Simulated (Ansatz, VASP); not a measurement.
**SnO in VASP and in Ansatz**

File INCAR:

```
SYSTEM = SnO
PREC     = Accurate       ! precision mode
ENCUT    = 520            ! plane-wave cutoff, eV
EDIFF    = 1E-6           ! SCF threshold, eV
ISMEAR   = 0              ! smearing method
SIGMA    = 0.05           ! smearing width, eV
LREAL    = .False.        ! projectors in reciprocal space
LASPH    = .True.         ! aspherical terms in the spheres
NELM     = 60             ! most SCF steps
ALGO     = Normal         ! electronic algorithm
ISIF     = 2              ! what is computed and relaxed
LWAVE    = .False.        ! write WAVECAR
LCHARG   = .False.        ! write CHGCAR
GGA      = PS             ! functional
NBANDS   = 28             ! bands
```

The input KPOINTS:

```
regular mesh
0
Gamma
  8 6 6
  0 0 0
```

The input POSCAR:

```
SnO
1.0
    3.3550050000      0.0377438062      0.0000000000
    0.0638336700      5.6741040000      0.0000000000
    0.0000000000      0.0000000000      4.2219700000
Sn O
2 2
Direct
    0.0000000000      0.2319090000      0.5131440000
    0.5000000000      0.7680910000      0.0131440000
    0.0000000000      0.8912500000      0.7368570000
    0.5000000000      0.1087500000      0.2368570000
```

Input for Ansatz:

```yaml
crystal:
  lattice:
    - [3.355005, 0.0377438062, 0.0]
    - [0.06383367, 5.674104, 0.0]
    - [0.0, 0.0, 4.22197]
  atoms:
    - { symbol: Sn, position: [0.0, 0.231909, 0.513144] }
    - { symbol: Sn, position: [0.5, 0.768091, 0.013144] }
    - { symbol: O, position: [0.0, 0.89125, 0.736857] }
    - { symbol: O, position: [0.5, 0.10875, 0.236857] }
basis:
  ecutwfc: 420
kpoints:
  mp_grid: { grid: [8, 6, 6] }
hamiltonian:
  xc: pbesol
scf:
  occupations: { method: gaussian, width: 0.05 }
output:
  forces: true
  stress: true
  eigenvalues: true
```

Change from the starting cell: strain +0.0225 x Voigt [0, 0, 0, 0, 0, 1], atoms carried along.

Alike in both runs: task single point; functional PBEsol; k mesh 8 × 6 × 6; occupations gaussian, width 0.05 eV; no spin polarisation.

|  | VASP | Ansatz |
| --- | --- | --- |
| version | VASP 6.6.1 | Ansatz 0.2.0 |
| potentials or method | VASP PAW PBE potentials, release 64 (Sn_d, O), cutoff 520 eV | scalar-relativistic, plane waves, PAW |
| valence electrons in the cell | 40 | 40 |

|  | VASP | Ansatz | Ansatz less VASP |
| --- | --- | --- | --- |
| gap on the k mesh at the Fermi level (eV) | 1.33 | 1.34 | +0.011 |
| least direct gap on the mesh (eV) | 1.96 | 1.97 | +0.011 |
| pressure (GPa) | -2.9 | -3.1 | -0.20 |
| traceless stress, the component that is largest in VASP (GPa) | -0.62 | -0.65 | -0.032 |
| rms of the force components (eV/Å) | 0.161 | 0.191 | +0.0301 |

VASP's potentials were made for PBE, not for PBEsol. Atom by atom the forces differ by 0.034 eV/Å (rms over components). With one functional, cell and mesh, what is left measures potentials, basis and numerics.
